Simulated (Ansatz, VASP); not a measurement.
Two plane-wave programs on CsSnI3

```
Cs Sn I
1.0
     6.57659    0.00000    0.00000
     0.00000    6.28317    0.00000
     0.00000    0.00000    6.57659
Cs Sn I
1 1 3
Direct
  0.00000 0.00000 0.00000
  0.50000 0.50000 0.50000
  0.00000 0.50000 0.50000
  0.50000 0.00000 0.50000
  0.50000 0.50000 0.00000
```

Change from the starting cell: normal strain along x +0.0467, normal strain along z +0.0467.

Alike in both runs: task single point; functional PBE; k mesh 6 × 6 × 6; occupations gaussian, width 0.05 eV; no spin polarisation.

|  | VASP | Ansatz |
| --- | --- | --- |
| version | VASP 6.6.1 | Ansatz 0.2.0 |
| potentials or method | VASP PAW PBE potentials, release 64 (Cs_sv, Sn_d, I), cutoff 520 eV | scalar-relativistic, plane waves, PAW |
| valence electrons in the cell | 44 | 74 |

```tsv
	VASP	Ansatz	Ansatz less VASP
gap on the k mesh at the Fermi level (eV)	0.71	0.72	+0.005
least direct gap on the mesh (eV)	0.71	0.72	+0.005
pressure (GPa)	-1.1	-1.1	0.00
traceless stress, the component that is largest in VASP (GPa)	0.67	0.66	-0.001
```

VASP's potentials hold 44 valence electrons a cell and Ansatz's 74, so a difference there can come from the potentials and not from the codes.

Spin-orbit coupling is off throughout.
